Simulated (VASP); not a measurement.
# Re (I4/mmm) in VASP: further runs

The runs below take Re through single point, with PBE.

Everything below comes from runs of VASP 6.6.1. Logs are shortened: lines on timing, memory, paths and dates and some standing lists are left out, and cuts for length are marked.

## (1) The cell of the first run

Symmetry: I4/mmm, No. 139, tetragonal system. Conventional cell: a = 3.036 Å, b = 3.036 Å, c = 2.995 Å, α = 90.00°, β = 90.00°, γ = 90.00°. Within 3.5 Å of Re (site symmetry 4/mmm) lie 14 Re at 2.62 to 3.04 Å.

## (2) Single point, PBE (13.81 Å³/atom)

Input file INCAR:

```
SYSTEM = Re
ALGO     = Normal         ! electronic algorithm
EDIFF    = 1E-7           ! SCF threshold, eV
ENCUT    = 520            ! plane-wave cutoff, eV
GGA      = PE             ! functional
ISIF     = 2              ! what is computed and relaxed
ISMEAR   = 0              ! smearing method
LASPH    = .True.         ! aspherical terms in the spheres
LCHARG   = .False.        ! write CHGCAR
LREAL    = .False.        ! projectors in reciprocal space
LWAVE    = .False.        ! write WAVECAR
NBANDS   = 10             ! bands
NELM     = 100            ! most SCF steps
PREC     = Accurate       ! precision mode
SIGMA    = 0.15           ! smearing width, eV
```

Input file KPOINTS:

```
k-points
0
Gamma
  10 10 10
  0 0 0
```

Input file POSCAR:

```
Re
1.0
    0.0000000000      2.1470985408      1.4973865224
    2.1470985408      0.0000000000      1.4973865224
    2.1470985408      2.1470985408      0.0000000000
Re
1
Direct
    0.0000000000      0.0000000000      0.0000000000
```

Potentials or basis: VASP PAW PBE potentials, release 64 (Re).

Started as:

```sh
cat potpaw_PBE.64/Re/POTCAR > POTCAR
mpirun -np 1 vasp_std > vasp.out
```

OUTCAR:

```text
SYSTEM = Re
   EDIFF = 1E-7
   ENCUT = 520
   GGA = PE
   ISIF = 2
   ISMEAR = 0
   LASPH = .True.
   LREAL = .False.
   NELM = 100
   PREC = Accurate

 ion  position               nearest neighbor table
   1  0.000  0.000  0.000-

  LATTYP: Found a body centered tetragonal cell.
 ALAT       =     3.0364558762
 C/A-ratio  =     0.9862725384

  Lattice vectors:

 A1 = (   0.0000000000,  -2.1470985408,  -1.4973865224)
 A2 = (   0.0000000000,   2.1470985408,  -1.4973865224)
 A3 = (   2.1470985408,   0.0000000000,   1.4973865224)

Analysis of symmetry for initial positions (statically):
=====================================================================
 Subroutine PRICEL returns:
 Original cell was already a primitive cell.

 Routine SETGRP: Setting up the symmetry group for a
 body centered tetragonal supercell.

 Subroutine GETGRP returns: Found 16 space group operations
 (whereof 16 operations were pure point group operations)
 out of a pool of 16 trial point group operations.

The static configuration has the point symmetry D_4h.

Analysis of symmetry for dynamics (positions and initial velocities):
=====================================================================
 Subroutine PRICEL returns:
 Original cell was already a primitive cell.

 Routine SETGRP: Setting up the symmetry group for a
 body centered tetragonal supercell.

 Subroutine GETGRP returns: Found 16 space group operations
 (whereof 16 operations were pure point group operations)
 out of a pool of 16 trial point group operations.

The dynamic configuration has the point symmetry D_4h.

 Subroutine INISYM returns: Found 16 space group operations
 (whereof 16 operations are pure point group operations),
 and found     1 'primitive' translations

----------------------------------------------------------------------------------------

                                     Primitive cell

  volume of cell :      13.8060

  direct lattice vectors                    reciprocal lattice vectors
     0.000000000  2.147098541  1.497386522    -0.232872405  0.232872405  0.333915120
     2.147098541  0.000000000  1.497386522     0.232872405 -0.232872405  0.333915120
     2.147098541  2.147098541  0.000000000     0.232872405  0.232872405 -0.333915120

  length of vectors
     2.617670442  2.617670442  3.036455876     0.468997250  0.468997250  0.468997250

  position of ions in fractional coordinates (direct lattice)
     0.000000000  0.000000000  0.000000000

  ion indices of the primitive-cell ions
   primitive index   ion index
                 1           1

----------------------------------------------------------------------------------------

 KPOINTS: k-points

Automatic generation of k-mesh.
 Grid dimensions read from file:
 generate k-points for:   10   10   10

 Generating k-lattice:

  Cartesian coordinates                     Fractional coordinates (reciprocal lattice)
    -0.023287240  0.023287240  0.033391512     0.100000000 -0.000000000  0.000000000
     0.023287240 -0.023287240  0.033391512    -0.000000000  0.100000000  0.000000000
     0.023287240  0.023287240 -0.033391512     0.000000000  0.000000000  0.100000000

  Length of vectors
     0.046899725  0.046899725  0.046899725

  Shift w.r.t. Gamma in fractional coordinates (k-lattice)
     0.000000000  0.000000000  0.000000000

 Subroutine IBZKPT returns following result:
 ===========================================

 Found    102 irreducible k-points:

 Following reciprocal coordinates:
            Coordinates               Weight
  0.000000  0.000000  0.000000      1.000000
  0.100000  0.000000  0.000000      8.000000
  0.200000  0.000000  0.000000      8.000000
  0.300000  0.000000  0.000000      8.000000
  0.400000  0.000000  0.000000      8.000000
  0.500000  0.000000  0.000000      4.000000
[... 16 lines left out ...]
  0.300000  0.300000  0.000000      2.000000
  0.400000  0.300000  0.000000      8.000000
 [... further k-points ...]
   k-points           NKPTS =    102   k-points in BZ     NKDIM =    102   number of bands    NBANDS=     10
   number of dos      NEDOS =    301   number of ions     NIONS =      1
   total plane-waves  NPLWV =   9600
   dimension x,y,z NGX =    20 NGY =   20 NGZ =   24
   dimension x,y,z NGXF=    40 NGYF=   40 NGZF=   48
   ions per type =               1
   NGX,Y,Z   is equivalent  to a cutoff of  12.70, 12.70, 13.14 a.u.
   NGXF,Y,Z  is equivalent  to a cutoff of  25.40, 25.40, 26.28 a.u.
 SYSTEM =  Re
   PREC   = accura    normal or accurate (medium, high low for compatibility)
   ISTART =      0    job   : 0-new  1-cont  2-samecut
   ICHARG =      2    charge: 1-file 2-atom 10-const
   ISPIN  =      1    spin polarized calculation?
   LNONCOLLINEAR =      F non collinear calculations
   LSORBIT =      F    spin-orbit coupling
   LASPH  =      T    aspherical Exc in radial PAW
   ENCUT  =  520.0 eV  38.22 Ry    6.18 a.u.   4.87  4.87  5.65*2*pi/ulx,y,z
   NELM   =    100;   NELMIN=  2; NELMDL= -5     # of ELM steps
   EDIFF  = 0.1E-06   stopping-criterion for ELM
   LREAL  =      F    real-space projection
   EDIFFG = 0.1E-05   stopping-criterion for IOM
   NSW    =      0    number of steps for IOM
   IBRION =     -1    ionic relax: 0-MD 1-quasi-New 2-CG
   NFREE  =      0    steps in history (QN), initial steepest desc. (CG)
   ISIF   =      2    stress and relaxation
   ISYM   =      2    0-nonsym 1-usesym 2-fastsym
   POTIM  = 0.5000    time-step for ionic-motion
   TEBEG  =    0.0;   TEEND  =   0.0 temperature during run
   PSTRESS=    0.0 pullay stress
   NELECT =       7.0000    total number of electrons
   NUPDOWN=      -1.0000    fix difference up-down
   EMIN   =  10.00;   EMAX   =-10.00  energy-range for DOS
   EFERMI =   0.00;   METHOD = LEGACY
   ISMEAR =     0;   SIGMA  =   0.15  broadening in eV -4-tet -1-fermi 0-gaus
   EFERMI_NEDOS =   21; number of points for ismear=-14 and -15
   IALGO  =     38    algorithm
   IMIX   =      4    mixing-type and parameters
     AMIX     =   0.40;   BMIX     =  1.00
     AMIX_MAG =   1.60;   BMIX_MAG =  1.00
  volume/ion in A,a.u.               =      13.81        93.17
  Fermi-wavevector in a.u.,A,eV,Ry     =   1.305424  2.466893 23.186117  1.704132
  Thomas-Fermi vector in A             =   2.436294
   LORBIT       =      0    0 simple, 1 ext, 2 COOP (PROOUT), +10 PAW based schemes
   GGA     = PE    functional components
   LHFCALC =     F    Hartree Fock is set to
   AEXX    =    0.0000 exact exchange contribution
   IVDW    =     0    specifies the selected vdW correction
   LEPSILON=     F    determine dielectric tensor
   LRPA    =     F    only Hartree local field effects (RPA)
 non-spin polarized calculation
 Gauss-broadening in eV      SIGMA  =   0.15
  energy-cutoff  :      520.00
  volume of cell :       13.81
 maximum number of plane-waves:       382
   NGX =  9   NGY =  9   NGZ = 11

 number of electron       7.0000000 magnetization

 Free energy of the ion-electron system (eV)
  ---------------------------------------------------
  ext. energy  EPLUGINS =         0.00000000
  ---------------------------------------------------
  free energy    TOTEN  =       -11.98124768 eV

  energy without entropy =      -11.96895710  energy(sigma->0) =      -11.97510239

 E-fermi :   9.6290     XC(G=0): -14.0882

 val. band max:        9.6014736587   @ k =   0.2000   0.0000   0.2000
 cond. band min:       9.6450607144   @ k =   0.5000   0.3000   0.2000
 fundamental gap:      0.0435870557
 Fermi energy:         9.6290359011

 k-point     1 :       0.0000    0.0000    0.0000
  band No.  band energies     occupation
      1      -1.6038      2.00000
      2       6.5902      2.00000
      3       6.7975      2.00000
      4       6.7975      2.00000
      5      10.3800      0.00000
      6      10.6274      0.00000
      7      25.2593      0.00000
      8      25.2593      0.00000
      9      25.5499      0.00000
     10      38.2122      0.00000

 k-point     2 :       0.1000    0.0000    0.0000
  band No.  band energies     occupation
      1      -1.0802      2.00000
      2       6.3819      2.00000
      3       6.7233      2.00000
      4       7.2226      2.00000
      5      10.1311      0.00000
      6      10.4902      0.00000
      7      25.7812      0.00000
      8      26.1488      0.00000
      9      26.5556      0.00000
     10      35.3088      0.00000

 k-point     3 :       0.2000    0.0000    0.0000
  band No.  band energies     occupation
      1       0.2578      2.00000
      2       5.6783      2.00000
      3       6.3956      2.00000
      4       8.7078      2.00000
      5       9.8077      0.09210
      6      10.5934      0.00000
      7      26.0430      0.00000
      8      27.9337      0.00000
      9      28.5985      0.00000
     10      32.9563      0.00000

 k-point     4 :       0.3000    0.0000    0.0000
  band No.  band energies     occupation
      1       1.4814      2.00000
      2       4.9150      2.00000
      3       6.5978      2.00000
      4      10.1501      0.00000
      5      10.8879      0.00000
      6      10.9609      0.00000
      7      24.4160      0.00000
      8      25.6869      0.00000
      9      32.1412      0.00000
     10      33.7525      0.00000
[... 222 lines left out ...]
 k-point    22 :      -0.2000    0.2000    0.0000
  band No.  band energies     occupation
      1       1.8898      2.00000
      2       6.4161      2.00000
      3       7.0133      2.00000
      4       7.1814      2.00000
      5       8.6575      2.00000
      6      11.8138      0.00000
      7      25.7279      0.00000
      8      29.4898      0.00000
      9      30.5162      0.00000
     10      30.8698      0.00000

 k-point    23 :       0.3000    0.3000    0.0000
  band No.  band energies     occupation
      1       3.7321      2.00000
      2       4.0158      2.00000
      3       8.4078      2.00000
      4       8.4079      2.00000
      5      10.6016      0.00000
      6      12.7493      0.00000
      7      25.6862      0.00000
      8      27.6068      0.00000
      9      27.6068      0.00000
     10      31.7167      0.00000

 k-point    24 :       0.4000    0.3000    0.0000
  band No.  band energies     occupation
      1       3.1527      2.00000
      2       3.6205      2.00000
      3       8.7253      2.00000
      4       9.1619      1.99999
      5      12.5733      0.00000
      6      14.5862      0.00000
      7      23.1141      0.00000
      8      24.5368      0.00000
      9      28.3056      0.00000
     10      32.2841      0.00000

 [... further k-points ...]

------------------------ aborting loop because EDIFF is reached ----------------------------------------

  FORCE on cell =-STRESS in cart. coord.  units (eV):
  Direction    XX          YY          ZZ          XY          YZ          ZX
  --------------------------------------------------------------------------------------
  -------------------------------------------------------------------------------------
  Total        3.3218327      3.3218327      3.2772194      0.0000000      0.0000000      0.0000000
  in kB      385.4965222    385.4965222    380.3191853      0.0000000      0.0000000      0.0000000
  external PRESSURE =     383.7707433 kB  Pullay stress =       0.0000000 kB

 VOLUME and BASIS-vectors are now :
 -----------------------------------------------------------------------------
  energy-cutoff  :      520.00
  volume of cell :       13.81
      direct lattice vectors                 reciprocal lattice vectors
     0.000000000  2.147098541  1.497386522    -0.232872405  0.232872405  0.333915120
     2.147098541  0.000000000  1.497386522     0.232872405 -0.232872405  0.333915120
     2.147098541  2.147098541  0.000000000     0.232872405  0.232872405 -0.333915120

 POSITION                                       TOTAL-FORCE (eV/Angst)
 -----------------------------------------------------------------------------------
      0.00000      0.00000      0.00000         0.000000      0.000000     -0.000000
 -----------------------------------------------------------------------------------
    total drift:                                0.000000     -0.000000     -0.000000

  FREE ENERGIE OF THE ION-ELECTRON SYSTEM (eV)
  ---------------------------------------------------
  free  energy   TOTEN  =       -11.9812476784 eV

  energy  without entropy=      -11.9689571039  energy(sigma->0) =      -11.97510239
```

Run time: 28 s. Hardware: 1 thread of Intel Xeon 8259CL, shared host; peak memory 0.14 GiB.

Results:

| Quantity | Value |
| --- | --- |
| Free energy | -11.9812 eV |
| Pressure | 38.4 GPa |
| Band gap on the k mesh | zero (an odd number of electrons rules out a gap without spin polarisation) |

Levels at points of the mesh, in eV from the Fermi level:
```
           k point  band 1  band 2  band 3  band 4  band 5  band 6  band 7  band 8  band 9
(0.00, 0.00, 0.00)  -11.23   -3.04   -2.83   -2.83    0.75    1.00   15.63   15.63   15.92
(0.50, 0.00, 0.00)   -8.06   -5.46    0.19    0.87    1.86    5.08   11.20   12.13   18.01
(0.50, 0.50, 0.00)   -7.80   -7.74    3.99    3.99    4.05    8.37    8.37    8.78   17.30
(0.50, 0.00, 0.50)   -8.05   -5.25    0.06    0.63    1.68    5.04   11.06   12.21   18.37
```

Caveat: the cell stands under pressure; spin-orbit coupling is left out, which moves the levels of the heavy elements.

## (3) Single point, PBE (13.81 Å³/atom)

Input file INCAR:

```
SYSTEM = Re
ALGO = Normal
EDIFF = 1E-6
ENCUT = 520
GGA = PE
ISIF = 2
ISMEAR = 0
LASPH = .TRUE.
LCHARG = .FALSE.
LREAL = .FALSE.
LWAVE = .FALSE.
NBANDS = 10
NELM = 60
PREC = Accurate
SIGMA = 0.15
```

Input file KPOINTS:

```
k-points
0
G
  10 10 10
  0 0 0
```

Input file POSCAR:

```
Re
1.0
    0.0000000000      2.1105134056      1.5497499937
    2.1105134056      0.0000000000      1.5497499937
    2.1105134056      2.1105134056      0.0000000000
Re
1
Direct
    0.0000000000      0.0000000000      0.0000000000
```

Potentials or basis: VASP PAW PBE potentials, release 64 (Re).

Started as:

```sh
cat potpaw_PBE.64/Re/POTCAR > POTCAR
mpirun -np 1 vasp_std > vasp.out
```

Wall time 26 s (1 thread of Intel Xeon 8259CL, shared host); peak memory 0.14 GiB.

The run converged. Its results:

| Property | Result |
| --- | --- |
| Free energy | -11.9802 eV |
| Pressure | 38.6 GPa |
| Band gap on the k mesh | zero (an odd number of electrons rules out a gap without spin polarisation) |

Stress tensor (GPa, compression positive):
```
39.15  0.00  0.00
 0.00 39.15  0.00
 0.00  0.00 37.40
```

Levels at points of the mesh, in eV from the Fermi level:
```csv
k point,band 1,band 2,band 3,band 4,band 5,band 6
"(0.00, 0.00, 0.00)",-11.21,-3.04,-3.04,-2.50,0.55,1.21
"(0.50, 0.00, 0.00)",-8.03,-5.18,0.06,0.46,1.81,5.03
"(0.50, 0.50, 0.00)",-7.82,-7.68,3.93,4.09,4.09,7.78
"(0.50, 0.00, 0.50)",-8.05,-5.72,0.41,1.29,2.07,5.16
```

Caveat: the cell stands under pressure; spin-orbit coupling is left out, which moves the levels of the heavy elements.

## (4) Single point, PBE (13.81 Å³/atom)

Input file INCAR:

```
SYSTEM = Re
ALGO = Normal
EDIFF = 1E-7
ENCUT = 520
GGA = PE
ISIF = 2
ISMEAR = 0
LASPH = .True.
LCHARG = .False.
LREAL = .False.
LWAVE = .False.
NBANDS = 10
NELM = 100
PREC = Accurate
SIGMA = 0.15
```

Input file KPOINTS:

```
k-points
0
Gamma
  10 10 10
  0 0 0
```

Input file POSCAR:

```
Re
1.0
    0.0000000000      2.1842676306      1.4468588785
    2.1842676306      0.0000000000      1.4468588785
    2.1842676306      2.1842676306      0.0000000000
Re
1
Direct
    0.0000000000      0.0000000000      0.0000000000
```

Started as:

```sh
cat potpaw_PBE.64/Re/POTCAR > POTCAR
mpirun -np 1 vasp_std > vasp.out
```

Wall time 25 s (1 thread of Intel Xeon 8259CL, shared host); peak memory 0.14 GiB.

It converged, with:

- Free energy: -11.9782 eV
- Pressure: 38.9 GPa
- Band gap on the k mesh: zero (an odd number of electrons rules out a gap without spin polarisation)

Stress tensor (GPa, compression positive):
```
38.06  0.00  0.00
 0.00 38.06  0.00
 0.00  0.00 40.64
```

Levels at points of the mesh, in eV from the Fermi level:
```
           k point  band 1  band 2  band 3  band 4  band 5  band 6  band 7  band 8  band 9
(0.00, 0.00, 0.00)  -11.18   -3.47   -2.46   -2.46    0.27    1.48   15.37   15.37   16.78
(0.50, 0.00, 0.00)   -8.01   -5.64    0.43    0.88    2.49    5.12   11.43   12.11   17.57
(0.50, 0.50, 0.00)   -7.84   -7.59    4.00    4.00    4.25    7.91    7.91    9.89   17.30
(0.50, 0.00, 0.50)   -7.98   -4.64   -0.20    0.02    1.38    5.00   10.79   12.51   19.32
```

Caveat: the cell stands under pressure; spin-orbit coupling is left out, which moves the levels of the heavy elements.

## (5) Single point, PBE (14.29 Å³/atom)

This run uses another cell than the first one, of 14.29 Å³/atom.

Input file INCAR:

```
SYSTEM = Re
ALGO = Fast ; EDIFF = 1E-7
ENCUT = 520 ; GGA = PE
ISIF = 2 ; ISMEAR = 0
LASPH = .True. ; LCHARG = .False.
LREAL = .False. ; LWAVE = .False.
NBANDS = 10 ; NELM = 80
PREC = Accurate ; SIGMA = 0.15
```

KPOINTS is that of step 4.

Input file POSCAR:

```
Re
1.0
    0.0000000000      2.1716986883      1.5145426652
    2.1716986883      0.0000000000      1.5145426652
    2.1716986883      2.1716986883      0.0000000000
Re
1
Direct
    0.0000000000      0.0000000000      0.0000000000
```

Started as:

```sh
cat potpaw_PBE.64/Re/POTCAR > POTCAR
mpirun -np 1 vasp_std > vasp.out
```

It took 33 s on 1 thread of Intel Xeon 8259CL, shared host; peak memory 0.14 GiB.

The run converged. Its results:

```yaml
Free_energy: -12.0707 eV
Pressure: 21.6 GPa
Band_gap_on_the_k_mesh: zero (an odd number of electrons rules out a gap without spin polarisation)
```

Stress tensor (GPa, compression positive):
```
21.79  0.00  0.00
 0.00 21.79  0.00
 0.00  0.00 21.20
```

Levels at points of the mesh, in eV from the Fermi level:
| k point | band 1 | band 2 | band 3 | band 4 | band 5 | band 6 | band 7 | band 8 |
| --- | --- | --- | --- | --- | --- | --- | --- | --- |
| (0.00, 0.00, 0.00) | -10.97 | -2.91 | -2.71 | -2.71 | 0.72 | 0.96 | 15.57 | 15.57 |
| (0.50, 0.00, 0.00) | -7.76 | -5.22 | 0.12 | 0.81 | 1.75 | 4.80 | 10.64 | 12.06 |
| (0.50, 0.50, 0.00) | -7.44 | -7.39 | 3.78 | 3.78 | 3.83 | 8.11 | 8.11 | 8.52 |
| (0.50, 0.00, 0.50) | -7.75 | -5.02 | -0.01 | 0.58 | 1.59 | 4.77 | 10.51 | 12.15 |

Caveat: the cell stands under pressure; spin-orbit coupling is left out, which moves the levels of the heavy elements.

## (6) Overview

```tsv
cell	gap on the mesh (eV)	pressure (GPa)
a = 2.618, b = 2.618, c = 3.036 Å, angles 54.6, 54.6, 70.9°, 1 atom	none	38.4
a = 2.618, b = 2.618, c = 2.985 Å, angles 55.3, 55.3, 69.5°, 1 atom	none	38.6
a = 2.620, b = 2.620, c = 3.089 Å, angles 53.9, 53.9, 72.2°, 1 atom	none	38.9
a = 2.648, b = 2.648, c = 3.071 Å, angles 54.6, 54.6, 70.9°, 1 atom	none	21.6
```

Alike in all rows: task single point; level PBE; potentials or basis VASP PAW PBE potentials, release 64 (Re); no spin polarisation; k mesh 10 × 10 × 10; cutoff (eV) 520; smearing gaussian 0.15 eV.

Caveats: the cell stands under pressure; spin-orbit coupling is left out, which moves the levels of the heavy elements.

Total energies depend on the potentials used, so only differences within one code and one set of settings carry meaning.
